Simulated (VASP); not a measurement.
# Au (Fm-3m) in VASP: notebook

Au is run at these levels: PBEsol+D3(BJ); tasks: single point.

Everything below comes from runs of VASP 6.6.1. Logs are shortened: lines on timing, memory, paths and dates and some standing lists are left out, and cuts for length are marked.

## 1. The cell of the first run

The structure is cubic, space group Fm-3m (No. 225). The conventional cell has a = 4.057 Å, b = 4.057 Å, c = 4.057 Å, α = 90.00°, β = 90.00°, γ = 90.00°. Within 3.8 Å of Au (site symmetry m-3m) lie 12 Au at 2.87 Å.

## 2. Single point, PBEsol+D3(BJ)

INCAR

```
PREC = Accurate ; ENCUT = 520
EDIFF = 1E-6 ; ISMEAR = 1
SIGMA = 0.01 ; LREAL = False
LASPH = True ; NELM = 80
ALGO = Normal ; ISIF = 2
LWAVE = False ; LCHARG = False
GGA = PS ; IVDW = 12
NBANDS = 12
```

KPOINTS

```
Automatic mesh
0
Gamma
  8 8 8
```

POSCAR

```
Au
1.0
    0.0000000000      2.0284414023      2.0284414023
    2.0284414023      0.0000000000      2.0284414023
    2.0284414023      2.0284414023      0.0000000000
Au
1
Direct
    0.0000000000      0.0000000000      0.0000000000
```

Potentials or basis: VASP PAW PBE potentials, release 64 (Au).

Command:

```
$ cat potpaw_PBE.64/Au/POTCAR > POTCAR
$ mpirun -np 1 vasp_std > vasp.out
```

OUTCAR:

```text
PREC = Accurate
   ENCUT = 520
   EDIFF = 1E-6
   ISMEAR = 1
   LREAL = False
   LASPH = True
   NELM = 80
   ISIF = 2
   GGA = PS
   IVDW = 12
 IVDW          = 12

 ion  position               nearest neighbor table
   1  0.000  0.000  0.000-

  LATTYP: Found a face centered cubic cell.
 ALAT       =     4.0568828046

  Lattice vectors:

 A1 = (   0.0000000000,   2.0284414023,   2.0284414023)
 A2 = (   2.0284414023,   0.0000000000,   2.0284414023)
 A3 = (   2.0284414023,   2.0284414023,   0.0000000000)

Analysis of symmetry for initial positions (statically):
=====================================================================
 Subroutine PRICEL returns:
 Original cell was already a primitive cell.

 Routine SETGRP: Setting up the symmetry group for a
 face centered cubic supercell.

 Subroutine GETGRP returns: Found 48 space group operations
 (whereof 48 operations were pure point group operations)
 out of a pool of 48 trial point group operations.

The static configuration has the point symmetry O_h .

Analysis of symmetry for dynamics (positions and initial velocities):
=====================================================================
 Subroutine PRICEL returns:
 Original cell was already a primitive cell.

 Routine SETGRP: Setting up the symmetry group for a
 face centered cubic supercell.

 Subroutine GETGRP returns: Found 48 space group operations
 (whereof 48 operations were pure point group operations)
 out of a pool of 48 trial point group operations.

The dynamic configuration has the point symmetry O_h .

 Subroutine INISYM returns: Found 48 space group operations
 (whereof 48 operations are pure point group operations),
 and found     1 'primitive' translations

----------------------------------------------------------------------------------------

                                     Primitive cell

  volume of cell :      16.6923

  direct lattice vectors                    reciprocal lattice vectors
     0.000000000  2.028441402  2.028441402    -0.246494673  0.246494673  0.246494673
     2.028441402  0.000000000  2.028441402     0.246494673 -0.246494673  0.246494673
     2.028441402  2.028441402  0.000000000     0.246494673  0.246494673 -0.246494673

  length of vectors
     2.868649342  2.868649342  2.868649342     0.426941297  0.426941297  0.426941297

  position of ions in fractional coordinates (direct lattice)
     0.000000000  0.000000000  0.000000000

  ion indices of the primitive-cell ions
   primitive index   ion index
                 1           1

[... 82 lines left out ...]
   NELECT =      11.0000    total number of electrons
   NUPDOWN=      -1.0000    fix difference up-down
   EMIN   =  10.00;   EMAX   =-10.00  energy-range for DOS
   EFERMI =   0.00;   METHOD = LEGACY
   ISMEAR =     1;   SIGMA  =   0.01  broadening in eV -4-tet -1-fermi 0-gaus
   EFERMI_NEDOS =   21; number of points for ismear=-14 and -15
   IALGO  =     38    algorithm
   IMIX   =      4    mixing-type and parameters
     AMIX     =   0.40;   BMIX     =  1.00
     AMIX_MAG =   1.60;   BMIX_MAG =  1.00
  volume/ion in A,a.u.               =      16.69       112.65
  Fermi-wavevector in a.u.,A,eV,Ry     =   1.424623  2.692147 27.613711  2.029550
  Thomas-Fermi vector in A             =   2.545094
   LORBIT       =      0    0 simple, 1 ext, 2 COOP (PROOUT), +10 PAW based schemes
   GGA     = PS    functional components
   LHFCALC =     F    Hartree Fock is set to
   AEXX    =    0.0000 exact exchange contribution
   IVDW    =    12    specifies the selected vdW correction
   LEPSILON=     F    determine dielectric tensor
   LRPA    =     F    only Hartree local field effects (RPA)
 non-spin polarized calculation
 Methfessel and Paxton  Order N= 1 SIGMA  =   0.01
  energy-cutoff  :      520.00
  volume of cell :       16.69
 maximum number of plane-waves:       464
 NGX is ok and might be reduce to    24
   NGX = 11   NGY = 11   NGZ = 11

 number of electron      10.9999999 magnetization

 Free energy of the ion-electron system (eV)
  ---------------------------------------------------
  ext. energy  EPLUGINS =         0.00000000
  ---------------------------------------------------
  free energy    TOTEN  =        -3.87739282 eV

  energy without entropy =       -3.87727533  energy(sigma->0) =       -3.87735366

 E-fermi :   9.5202     XC(G=0): -13.0059

 val. band max:        9.5155322512   @ k =   0.5000   0.2500   0.1250
 cond. band min:       9.7714266231   @ k =   0.5000   0.3750   0.1250
 fundamental gap:      0.2558943719
 Fermi energy:         9.5202493553

 k-point     1 :       0.0000    0.0000    0.0000
  band No.  band energies     occupation
      1      -0.5143      2.00000
      2       4.8443      2.00000
      3       4.8443      2.00000
      4       4.8443      2.00000
      5       6.4328      2.00000
      6       6.4328      2.00000
      7      24.0974      0.00000
      8      28.2133      0.00000
      9      28.2133      0.00000
     10      28.2133      0.00000
     11      33.1450      0.00000
     12      38.0486      0.00000
[... 331 lines left out ...]
 k-point    24 :      -0.3750    0.2500    0.1250
  band No.  band energies     occupation
      1       3.1573      2.00000
      2       4.1372      2.00000
      3       5.2676      2.00000
      4       5.7097      2.00000
      5       7.5329      2.00000
      6      12.2624      0.00000
      7      12.7664      0.00000
      8      21.9410      0.00000
      9      22.8441      0.00000
     10      27.3792      0.00000
     11      33.6973      0.00000
     12      36.6953      0.00000

 [... further k-points ...]

------------------------ aborting loop because EDIFF is reached ----------------------------------------

 Edisp (eV)   -0.64503

 E8    (eV) :    -0.4359

  FORCE on cell =-STRESS in cart. coord.  units (eV):
  Direction    XX          YY          ZZ          XY          YZ          ZX
  --------------------------------------------------------------------------------------
  -------------------------------------------------------------------------------------
  Total      -0.20992    -0.20992    -0.20992    -0.00000     0.00000     0.00000
  in kB     -20.14861   -20.14861   -20.14861    -0.00000     0.00000     0.00000
  external pressure =      -20.15 kB  Pullay stress =        0.00 kB

 VOLUME and BASIS-vectors are now :
 -----------------------------------------------------------------------------
  energy-cutoff  :      520.00
  volume of cell :       16.69
      direct lattice vectors                 reciprocal lattice vectors
     0.000000000  2.028441402  2.028441402    -0.246494673  0.246494673  0.246494673
     2.028441402  0.000000000  2.028441402     0.246494673 -0.246494673  0.246494673
     2.028441402  2.028441402  0.000000000     0.246494673  0.246494673 -0.246494673

 POSITION                                       TOTAL-FORCE (eV/Angst)
 -----------------------------------------------------------------------------------
      0.00000      0.00000      0.00000        -0.000000      0.000000      0.000000
 -----------------------------------------------------------------------------------
    total drift:                               -0.000000      0.000000      0.000000

  FREE ENERGIE OF THE ION-ELECTRON SYSTEM (eV)
  ---------------------------------------------------
  free  energy   TOTEN  =        -4.5224255421 eV

  energy  without entropy=       -4.5223080503  energy(sigma->0) =       -4.52238638
```

OSZICAR:

```text
N       E                     dE             d eps       ncg     rms          rms(c)
DAV:   1     0.485731973518E+02    0.48573E+02   -0.55704E+03   744   0.818E+02
DAV:   2    -0.352815380571E+01   -0.52101E+02   -0.49303E+02   808   0.188E+02
DAV:   3    -0.420666740899E+01   -0.67851E+00   -0.67812E+00   844   0.208E+01
DAV:   4    -0.420893682983E+01   -0.22694E-02   -0.22693E-02   820   0.136E+00
DAV:   5    -0.420895221652E+01   -0.15387E-04   -0.15387E-04   844   0.105E-01    0.104E+01
DAV:   6    -0.390493376758E+01    0.30402E+00   -0.79875E-01   756   0.718E+00    0.635E+00
DAV:   7    -0.388046262708E+01    0.24471E-01   -0.81524E-02   804   0.227E+00    0.291E+00
DAV:   8    -0.387740538895E+01    0.30572E-02   -0.22451E-03   772   0.444E-01    0.311E-01
DAV:   9    -0.387739007568E+01    0.15313E-04   -0.12040E-05   852   0.320E-02    0.102E-02
DAV:  10    -0.387739278250E+01   -0.27068E-05   -0.11713E-06   796   0.827E-03    0.849E-04
DAV:  11    -0.387739282318E+01   -0.40685E-07   -0.54291E-08   444   0.196E-03
   1 F= -.45224255E+01 E0= -.45223864E+01  d E =-.117492E-03
```

stdout:

```text
POSCAR found type information on POSCAR Au
 POSCAR found :  1 types and       1 ions
 scaLAPACK will be used
 -----------------------------------------------------------------------------
|                                                                             |
|                                                                             |
|     You enforced a specific xc type in the INCAR file but a different       |
|     I HOPE YOU KNOW WHAT YOU ARE DOING!                                     |
|                                                                             |
 -----------------------------------------------------------------------------

 LDA part: xc-table for (Slater+PW92), standard interpolation
 POSCAR, INCAR and KPOINTS ok, starting setup
 FFT: planning ... GRIDC
 FFT: planning ... GRID_SOFT
 FFT: planning ... GRID
 WAVECAR not read
 entering main loop
```

Run time: 7.3 s. Hardware: 1 thread of Intel Xeon 6975P-C, shared host; peak memory 0.15 GiB.

Results:

```yaml
Free_energy: -4.5224 eV
Pressure: -2.0 GPa
Dispersion_energy_per_atom: -0.645 eV
```

Caveat: three body term missing; the PAW data sets were made with another functional, which shifts forces and pressure a little; spin-orbit coupling is left out, which moves the levels of the heavy elements; pairwise dispersion overbinds metals, which lowers pressure and volume.

## 3. Single point, PBEsol+D3(BJ)

This run uses another cell than the first one, of 16.85 Å³/atom, 1.010 times its volume.

INCAR

```
  PREC = Accurate
  ENCUT = 520
  EDIFF = 1E-7
  ISMEAR = 1
  SIGMA = 0.01
  LREAL = False
  LASPH = True
  NELM = 60
  ALGO = Normal
  ISIF = 2
  LWAVE = False
  LCHARG = False
  GGA = PS
  IVDW = 12
  NBANDS = 12
```

KPOINTS

```
regular mesh
0
Gamma
  8 8 8
```

POSCAR

```
Au
1.0
    0.0000000000      2.0350000000      2.0350000000
    2.0350000000      0.0000000000      2.0350000000
    2.0350000000      2.0350000000      0.0000000000
Au
1
Direct
    0.0000000000      0.0000000000      0.0000000000
```

Potentials or basis: VASP PAW PBE potentials, release 64 (Au).

Command:

```
$ cat potpaw_PBE.64/Au/POTCAR > POTCAR
$ mpirun -np 1 vasp_std > vasp.out
```

OUTCAR:

```text
PREC = Accurate
   ENCUT = 520
   EDIFF = 1E-7
   ISMEAR = 1
   LREAL = False
   LASPH = True
   NELM = 60
   ISIF = 2
   GGA = PS
   IVDW = 12
 IVDW          = 12

 ion  position               nearest neighbor table
   1  0.000  0.000  0.000-

  LATTYP: Found a face centered cubic cell.
 ALAT       =     4.0700000000

  Lattice vectors:

 A1 = (   0.0000000000,   2.0350000000,   2.0350000000)
 A2 = (   2.0350000000,   0.0000000000,   2.0350000000)
 A3 = (   2.0350000000,   2.0350000000,   0.0000000000)

Analysis of symmetry for initial positions (statically):
=====================================================================
 Subroutine PRICEL returns:
 Original cell was already a primitive cell.

 Routine SETGRP: Setting up the symmetry group for a
 face centered cubic supercell.

 Subroutine GETGRP returns: Found 48 space group operations
 (whereof 48 operations were pure point group operations)
 out of a pool of 48 trial point group operations.

The static configuration has the point symmetry O_h .

Analysis of symmetry for dynamics (positions and initial velocities):
=====================================================================
[... 170 lines left out ...]
      5       6.2946      2.00000
      6       6.2946      2.00000
      7      23.9474      0.00000
      8      28.0072      0.00000
      9      28.0072      0.00000
     10      28.0072      0.00000
     11      32.9074      0.00000
     12      37.6995      0.00000
[... 331 lines left out ...]
 k-point    24 :      -0.3750    0.2500    0.1250
  band No.  band energies     occupation
      1       3.0714      2.00000
      2       4.0402      2.00000
      3       5.1550      2.00000
      4       5.5859      2.00000
      5       7.3768      2.00000
      6      12.0885      0.00000
      7      12.5573      0.00000
      8      21.6974      0.00000
      9      22.6222      0.00000
     10      27.1635      0.00000
     11      33.4283      0.00000
     12      36.4324      0.00000

 [... further k-points ...]

------------------------ aborting loop because EDIFF is reached ----------------------------------------

 Edisp (eV)   -0.63869

 E8    (eV) :    -0.4317

  FORCE on cell =-STRESS in cart. coord.  units (eV):
  Direction    XX          YY          ZZ          XY          YZ          ZX
  --------------------------------------------------------------------------------------
  -------------------------------------------------------------------------------------
  Total      -0.39593    -0.39593    -0.39593     0.00000     0.00000    -0.00000
  in kB     -37.63667   -37.63667   -37.63667     0.00000     0.00000    -0.00000
  external pressure =      -37.64 kB  Pullay stress =        0.00 kB

 VOLUME and BASIS-vectors are now :
 -----------------------------------------------------------------------------
  energy-cutoff  :      520.00
  volume of cell :       16.85
      direct lattice vectors                 reciprocal lattice vectors
     0.000000000  2.035000000  2.035000000    -0.245700246  0.245700246  0.245700246
     2.035000000  0.000000000  2.035000000     0.245700246 -0.245700246  0.245700246
     2.035000000  2.035000000  0.000000000     0.245700246  0.245700246 -0.245700246

 POSITION                                       TOTAL-FORCE (eV/Angst)
 -----------------------------------------------------------------------------------
      0.00000      0.00000      0.00000        -0.000000     -0.000000      0.000000
 -----------------------------------------------------------------------------------
    total drift:                               -0.000000      0.000000     -0.000000

  FREE ENERGIE OF THE ION-ELECTRON SYSTEM (eV)
  ---------------------------------------------------
  free  energy   TOTEN  =        -4.5196258365 eV

  energy  without entropy=       -4.5195083448  energy(sigma->0) =       -4.51958667
```

OSZICAR:

```text
N       E                     dE             d eps       ncg     rms          rms(c)
DAV:   1     0.478064808271E+02    0.47806E+02   -0.56629E+03   728   0.825E+02
DAV:   2    -0.357779054601E+01   -0.51384E+02   -0.49399E+02   812   0.188E+02
DAV:   3    -0.421078562949E+01   -0.63300E+00   -0.63270E+00   852   0.202E+01
DAV:   4    -0.421280195292E+01   -0.20163E-02   -0.20163E-02   848   0.131E+00
DAV:   5    -0.421281608871E+01   -0.14136E-04   -0.14136E-04   864   0.104E-01    0.101E+01
DAV:   6    -0.390761645034E+01    0.30520E+00   -0.81413E-01   772   0.722E+00    0.619E+00
DAV:   7    -0.388394720096E+01    0.23669E-01   -0.78337E-02   796   0.222E+00    0.289E+00
DAV:   8    -0.388094728077E+01    0.29999E-02   -0.20236E-03   764   0.421E-01    0.307E-01
DAV:   9    -0.388093227693E+01    0.15004E-04   -0.10864E-05   824   0.301E-02    0.102E-02
DAV:  10    -0.388093501411E+01   -0.27372E-05   -0.11784E-06   824   0.841E-03    0.825E-04
DAV:  11    -0.388093505109E+01   -0.36978E-07   -0.54823E-08   576   0.195E-03
   1 F= -.45196258E+01 E0= -.45195867E+01  d E =-.117492E-03
```

It used 4.4 s of CPU time on 1 thread of Intel Xeon 6975P-C, with other jobs on the host.

Results:

* Free energy: -4.5196 eV
* Pressure: -3.8 GPa
* Dispersion energy per atom: -0.639 eV

Caveat: three body term missing; the PAW data sets were made with another functional, which shifts forces and pressure a little; spin-orbit coupling is left out, which moves the levels of the heavy elements; pairwise dispersion overbinds metals, which lowers pressure and volume.
